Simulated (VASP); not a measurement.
# Sn3Se (Pm-3m) in VASP: a series of runs

Sn3Se is run at these levels: PBEsol; tasks: single point.

Program: VASP 6.6.1. These are calculated values, not measurements. Logs are shortened: lines on timing, memory, paths and dates and some standing lists are left out, and cuts for length are marked.

### Step 1. The cell of the first run

The structure is cubic, space group Pm-3m (No. 221). The conventional cell has a = 4.742 Å, b = 4.742 Å, c = 4.742 Å, α = 90.00°, β = 90.00°, γ = 90.00°. Within 4.4 Å of Sn (site symmetry 4/mmm) lie 8 Sn at 3.35 Å and 4 Se at 3.35 Å. Se (site symmetry m-3m) has 12 Sn at 3.35 Å within 4.4 Å.

### Step 2. Single point, PBEsol, non-collinear spin, zero start, spin-orbit coupling

Contents of INCAR:

```
SYSTEM = Sn3Se
PREC = Accurate
ENCUT = 520
EDIFF = 1E-6
ISMEAR = -1
SIGMA = 0.05
LREAL = .False.
LASPH = .True.
NELM = 150
ALGO = Normal
ISIF = 2
LWAVE = .False.
LCHARG = .False.
MAGMOM = 0 0 0 0 0 0 0 0 0 0 0 0
LORBIT = 11
LSORBIT = .True.
GGA_COMPAT = .False.
LORBMOM = .True.
GGA = PS
NBANDS = 62
```

Contents of KPOINTS:

```
Automatic mesh
0
Gamma
  6 6 6
  0 0 0
```

Contents of POSCAR:

```
Sn3Se
1.0
    4.7418790000      0.0000000000      0.0000000000
    0.0000000000      4.7418790000      0.0000000000
    0.0000000000      0.0000000000      4.7418790000
Sn Se
3 1
Direct
    0.5000000000      0.5000000000      0.0000000000
    0.5000000000      0.0000000000      0.5000000000
    0.0000000000      0.5000000000      0.5000000000
    0.0000000000      0.0000000000      0.0000000000
```

Potentials or basis: VASP PAW PBE potentials, release 64 (Sn_d, Se).

Launch:

```
$ cat potpaw_PBE.64/Sn_d/POTCAR potpaw_PBE.64/Se/POTCAR > POTCAR
$ mpirun -np 1 vasp_ncl > vasp.out
```

OUTCAR:

```text
SYSTEM = Sn3Se
   PREC = Accurate
   ENCUT = 520
   EDIFF = 1E-6
   ISMEAR = -1
   LREAL = .False.
   LASPH = .True.
   NELM = 150
   ISIF = 2
   LORBIT = 11
   LSORBIT = .True.
   GGA = PS

 ion  position               nearest neighbor table
   1  0.500  0.500  0.000-   2 3.35   3 3.35   2 3.35   3 3.35   2 3.35   2 3.35   3 3.35   3 3.35

   2  0.500  0.000  0.500-   1 3.35   3 3.35   1 3.35   1 3.35   3 3.35   1 3.35   3 3.35   3 3.35

   3  0.000  0.500  0.500-   1 3.35   2 3.35   1 3.35   2 3.35   1 3.35   2 3.35   1 3.35   2 3.35

   4  0.000  0.000  0.000-

  LATTYP: Found a simple cubic cell.
 ALAT       =     4.7418790000

  Lattice vectors:

 A1 = (   4.7418790000,   0.0000000000,   0.0000000000)
 A2 = (   0.0000000000,   4.7418790000,   0.0000000000)
 A3 = (   0.0000000000,   0.0000000000,   4.7418790000)

Analysis of symmetry for initial positions (statically):
=====================================================================
 Subroutine PRICEL returns:
 Original cell was already a primitive cell.

 Routine SETGRP: Setting up the symmetry group for a
 simple cubic supercell.

 Subroutine GETGRP returns: Found 48 space group operations
 (whereof 48 operations were pure point group operations)
 out of a pool of 48 trial point group operations.

The static configuration has the point symmetry O_h .

Analysis of symmetry for dynamics (positions and initial velocities):
=====================================================================
 Subroutine PRICEL returns:
 Original cell was already a primitive cell.

 Routine SETGRP: Setting up the symmetry group for a
 simple cubic supercell.

 Subroutine GETGRP returns: Found 48 space group operations
 (whereof 48 operations were pure point group operations)
 out of a pool of 48 trial point group operations.

The dynamic configuration has the point symmetry O_h .

Analysis of structural, dynamic, and magnetic symmetry:
=====================================================================
 Subroutine PRICEL returns:
 Original cell was already a primitive cell.

 Routine SETGRP: Setting up the symmetry group for a
 simple cubic supercell.

 Subroutine GETGRP returns: Found 48 space group operations
 (whereof 48 operations were pure point group operations)
 out of a pool of 48 trial point group operations.

The overall configuration has the point symmetry O_h .

 Subroutine INISYM returns: Found 48 space group operations
 (whereof 48 operations are pure point group operations),
 and found     1 'primitive' translations

----------------------------------------------------------------------------------------

                                     Primitive cell

  volume of cell :     106.6231

  direct lattice vectors                    reciprocal lattice vectors
     4.741879000  0.000000000  0.000000000     0.210886866  0.000000000  0.000000000
     0.000000000  4.741879000  0.000000000     0.000000000  0.210886866  0.000000000
     0.000000000  0.000000000  4.741879000     0.000000000  0.000000000  0.210886866

  length of vectors
     4.741879000  4.741879000  4.741879000     0.210886866  0.210886866  0.210886866

  position of ions in fractional coordinates (direct lattice)
     0.500000000  0.500000000  0.000000000
     0.500000000  0.000000000  0.500000000
     0.000000000  0.500000000  0.500000000
     0.000000000  0.000000000  0.000000000

  ion indices of the primitive-cell ions
   primitive index   ion index
                 1           1
                 2           2
                 3           3
                 4           4

----------------------------------------------------------------------------------------

 KPOINTS: Automatic mesh

Automatic generation of k-mesh.
 Grid dimensions read from file:
 generate k-points for:    6    6    6

 Generating k-lattice:

  Cartesian coordinates                     Fractional coordinates (reciprocal lattice)
     0.035147811  0.000000000  0.000000000     0.166666667  0.000000000  0.000000000
     0.000000000  0.035147811  0.000000000     0.000000000  0.166666667  0.000000000
     0.000000000  0.000000000  0.035147811     0.000000000  0.000000000  0.166666667

  Length of vectors
     0.035147811  0.035147811  0.035147811

  Shift w.r.t. Gamma in fractional coordinates (k-lattice)
     0.000000000  0.000000000  0.000000000

 Subroutine IBZKPT returns following result:
[... 53 lines left out ...]
   TEBEG  =    0.0;   TEEND  =   0.0 temperature during run
   PSTRESS=    0.0 pullay stress
   NELECT =      48.0000    total number of electrons
   NUPDOWN=      -1.0000    fix difference up-down
   EMIN   =  10.00;   EMAX   =-10.00  energy-range for DOS
   EFERMI =   0.00;   METHOD = LEGACY
   ISMEAR =    -1;   SIGMA  =   0.05  broadening in eV -4-tet -1-fermi 0-gaus
   EFERMI_NEDOS =   21; number of points for ismear=-14 and -15
   IALGO  =     38    algorithm
   IMIX   =      4    mixing-type and parameters
     AMIX     =   0.40;   BMIX     =  1.00
     AMIX_MAG =   1.60;   BMIX_MAG =  1.00
  volume/ion in A,a.u.               =      26.66       179.88
  Fermi-wavevector in a.u.,A,eV,Ry     =   1.254695  2.371029 21.419096  1.574259
  Thomas-Fermi vector in A             =   2.388487
   LORBIT       =     11    0 simple, 1 ext, 2 COOP (PROOUT), +10 PAW based schemes
   GGA     = PS    functional components
   LHFCALC =     F    Hartree Fock is set to
   AEXX    =    0.0000 exact exchange contribution
   IVDW    =     0    specifies the selected vdW correction
   LEPSILON=     F    determine dielectric tensor
   LRPA    =     F    only Hartree local field effects (RPA)
  energy-cutoff  :      520.00
  volume of cell :      106.62
 maximum number of plane-waves:      5794
 NGX is ok and might be reduce to    36
   NGX = 17   NGY = 17   NGZ = 17

 number of electron      48.0000000 magnetization       0.0000000      0.0000000      0.0000000

 number of electron      47.9999994 magnetization      -0.0000000     -0.0000000      0.0000000

 number of electron      47.9999994 magnetization       0.0000000      0.0000000     -0.0000000

 Free energy of the ion-electron system (eV)
  ---------------------------------------------------
  ext. energy  EPLUGINS =         0.00000000
  ---------------------------------------------------
  free energy    TOTEN  =       -16.71688059 eV

  energy without entropy =      -16.69686551  energy(sigma->0) =      -16.70687305

 E-fermi :   7.0531     XC(G=0): -10.3139

 val. band max:        7.0364020609   @ k =   0.0000   0.0000   0.0000
 cond. band min:       7.0719517554   @ k =   0.1667   0.1667   0.1667
 fundamental gap:      0.0355496945
 Fermi energy:         7.0531163757

 k-point     1 :       0.0000    0.0000    0.0000
  band No.  band energies     occupation
      1     -15.1290      1.00000
      2     -15.1290      1.00000
      3     -15.1259      1.00000
      4     -15.1259      1.00000
      5     -15.1259      1.00000
      6     -15.1259      1.00000
[... 1249 lines left out ...]
     59      13.4337      0.00000
     60      13.4337      0.00000
 [bands above 60 left out]

------------------------ aborting loop because EDIFF is reached ----------------------------------------

  FORCE on cell =-STRESS in cart. coord.  units (eV):
  Direction    XX          YY          ZZ          XY          YZ          ZX
  --------------------------------------------------------------------------------------
  -------------------------------------------------------------------------------------
  Total       -1.7578644     -1.7578644     -1.7578644      0.0000000     -0.0000000      0.0000000
  in kB      -26.4146309    -26.4146309    -26.4146309      0.0000000     -0.0000000      0.0000000
  external PRESSURE =     -26.4146309 kB  Pullay stress =       0.0000000 kB

 VOLUME and BASIS-vectors are now :
 -----------------------------------------------------------------------------
  energy-cutoff  :      520.00
  volume of cell :      106.62
      direct lattice vectors                 reciprocal lattice vectors
     4.741879000  0.000000000  0.000000000     0.210886866  0.000000000  0.000000000
     0.000000000  4.741879000  0.000000000     0.000000000  0.210886866  0.000000000
     0.000000000  0.000000000  4.741879000     0.000000000  0.000000000  0.210886866

 POSITION                                       TOTAL-FORCE (eV/Angst)
 -----------------------------------------------------------------------------------
      2.37094      2.37094      0.00000         0.000000      0.000000      0.000000
      2.37094      0.00000      2.37094         0.000000      0.000000      0.000000
      0.00000      2.37094      2.37094         0.000000      0.000000      0.000000
      0.00000      0.00000      0.00000         0.000000      0.000000      0.000000
 -----------------------------------------------------------------------------------
    total drift:                                0.000000      0.000000      0.000000

  FREE ENERGIE OF THE ION-ELECTRON SYSTEM (eV)
  ---------------------------------------------------
  free  energy   TOTEN  =       -16.7168805855 eV

  energy  without entropy=      -16.6968655082  energy(sigma->0) =      -16.70687305

 orbital moment (x)

 # of ion     p       d       tot
 ----------------------------------------
  1         0.000  -0.000  -0.000
  2         0.000  -0.000  -0.000
  3         0.000   0.000   0.000
  4         0.000   0.000   0.000
 ----------------------------------------
            0.000  -0.000  -0.000

 orbital moment (y)

 # of ion     p       d       tot
 ----------------------------------------
  1         0.000   0.000   0.000
  2         0.000   0.000   0.000
  3        -0.000   0.000   0.000
  4         0.000  -0.000  -0.000
 ----------------------------------------
           -0.000   0.000   0.000

 orbital moment (z)

 # of ion     p       d       tot
 ----------------------------------------
  1         0.000   0.000   0.000
  2         0.000   0.000   0.000
  3         0.000   0.000   0.000
  4         0.000  -0.000  -0.000
 ----------------------------------------
            0.000   0.000   0.000

 Spin-Orbit-Coupling matrix elements

 Ion:    1  E_soc:     -0.1089191
 l=   1
     0.0000000    -0.0122067    -0.0115331
    -0.0122067     0.0000000    -0.0122067
    -0.0115331    -0.0122067     0.0000000
 l=   2
     0.0000000    -0.0012431     0.0000000    -0.0012431    -0.0049656
    -0.0012431     0.0000000    -0.0037036    -0.0012280    -0.0012131
     0.0000000    -0.0037036     0.0000000    -0.0037036     0.0000000
    -0.0012431    -0.0012280    -0.0037036     0.0000000    -0.0012131
    -0.0049656    -0.0012131     0.0000000    -0.0012131     0.0000000
 l=   3
     0.0000000     0.0000000     0.0000000     0.0000000     0.0000000     0.0000000     0.0000000
     0.0000000     0.0000000     0.0000000     0.0000000     0.0000000     0.0000000     0.0000000
     0.0000000     0.0000000     0.0000000     0.0000000     0.0000000     0.0000000     0.0000000
     0.0000000     0.0000000     0.0000000     0.0000000     0.0000000     0.0000000     0.0000000
[... 49 lines left out ...]
 l=   2
     0.0000000    -0.0000004     0.0000000    -0.0000004     0.0000074
    -0.0000004     0.0000000     0.0000055    -0.0000004     0.0000018
     0.0000000     0.0000055     0.0000000     0.0000055     0.0000000
    -0.0000004    -0.0000004     0.0000055     0.0000000     0.0000018
     0.0000074     0.0000018     0.0000000     0.0000018     0.0000000
 l=   3
     0.0000000     0.0000000     0.0000000     0.0000000     0.0000000     0.0000000     0.0000000
     0.0000000     0.0000000     0.0000000     0.0000000     0.0000000     0.0000000     0.0000000
     0.0000000     0.0000000     0.0000000     0.0000000     0.0000000     0.0000000     0.0000000
     0.0000000     0.0000000     0.0000000     0.0000000     0.0000000     0.0000000     0.0000000
     0.0000000     0.0000000     0.0000000     0.0000000     0.0000000     0.0000000     0.0000000
     0.0000000     0.0000000     0.0000000     0.0000000     0.0000000     0.0000000     0.0000000
     0.0000000     0.0000000     0.0000000     0.0000000     0.0000000     0.0000000     0.0000000

 total charge

# of ion       s       p       d       tot
------------------------------------------
    1        1.323   0.799   9.973  12.095
    2        1.323   0.799   9.973  12.095
    3        1.323   0.799   9.973  12.095
    4        1.515   2.159   0.026   3.699
--------------------------------------------------
tot          5.485   4.555  29.945  39.985

 magnetization (x)

# of ion       s       p       d       tot
------------------------------------------
    1       -0.000   0.000   0.000  -0.000
    2       -0.000   0.000   0.000  -0.000
    3       -0.000   0.000  -0.000  -0.000
    4       -0.000  -0.000   0.000  -0.000
--------------------------------------------------
tot         -0.000   0.000  -0.000  -0.000

 magnetization (y)

# of ion       s       p       d       tot
------------------------------------------
    1       -0.000   0.000  -0.000  -0.000
    2       -0.000  -0.000  -0.000  -0.000
    3        0.000   0.000  -0.000   0.000
    4        0.000  -0.000   0.000   0.000
--------------------------------------------------
tot         -0.000   0.000  -0.000  -0.000

 magnetization (z)

# of ion       s       p       d       tot
------------------------------------------
    1        0.000  -0.000  -0.000   0.000
    2       -0.000   0.000   0.000  -0.000
    3       -0.000  -0.000   0.000  -0.000
    4        0.000  -0.000   0.000   0.000
--------------------------------------------------
tot          0.000  -0.000  -0.000   0.000
```

It took 3.2 min on 1 thread of Intel Xeon Platinum 8259CL at 2.50GHz (Skylake/Cascade Lake), shared host; peak memory 0.47 GiB.

What came out:

| Property | Result |
| --- | --- |
| Free energy | -16.7169 eV |
| Pressure | -2.6 GPa |
| Net moment | 0.00 μB per cell |
| Valence electrons inside the program's atomic spheres | Sn 12.10; Se 3.70 |

Moments on the atoms (μB; x, y, z):
```
Sn  0.00 0.00 0.00
Sn  0.00 0.00 0.00
Sn  0.00 0.00 0.00
Se  0.00 0.00 0.00
```

Caveat: the PAW data sets were made with another functional, which shifts forces and pressure a little.

### Step 3. Single point, PBEsol, non-collinear spin, zero start, spin-orbit coupling

Contents of INCAR:

```
ALGO     = Normal         # electronic algorithm
EDIFF    = 1E-6           # SCF threshold, eV
ENCUT    = 520            # plane-wave cutoff, eV
GGA      = PS             # functional
GGA_COMPAT= False        
ISIF     = 2              # what is computed and relaxed
ISMEAR   = -1             # smearing method
LASPH    = True           # aspherical terms in the spheres
LCHARG   = True           # write CHGCAR
LORBIT   = 11             # projections on sites
LORBMOM  = True         
LREAL    = False          # projectors in reciprocal space
LSORBIT  = True           # spin-orbit coupling
LVHAR    = True         
LWAVE    = False          # write WAVECAR
MAGMOM   = 0 0 0 0 0 0 0 0 0 0 0 0 # initial moments
NBANDS   = 62             # bands
NELM     = 150            # most SCF steps
PREC     = Accurate       # precision mode
SIGMA    = 0.05           # smearing width, eV
```

Contents of KPOINTS:

```
k-points
0
Gamma
  6 6 6
```

POSCAR is that of step 2.

Potentials or basis: VASP PAW PBE potentials, release 64 (Sn_d, Se).

Launch:

```
$ cat potpaw_PBE.64/Sn_d/POTCAR potpaw_PBE.64/Se/POTCAR > POTCAR
$ mpirun -np 1 vasp_ncl > vasp.out
```

It took 3.1 min on 1 thread of Intel Xeon Platinum 8259CL at 2.50GHz (Skylake/Cascade Lake), shared host; peak memory 0.47 GiB.

It converged, with:

```
Free energy                                           : -16.7169 eV
Pressure                                              : -2.6 GPa
Net moment                                            : 0.00 μB per cell
Valence electrons inside the program's atomic spheres : Sn 12.10; Se 3.70
```

Moments on the atoms (μB; x, y, z):
```
Sn  0.00 0.00 0.00
Sn  0.00 0.00 0.00
Sn  0.00 0.00 0.00
Se  0.00 0.00 0.00
```

Caveat: the PAW data sets were made with another functional, which shifts forces and pressure a little.
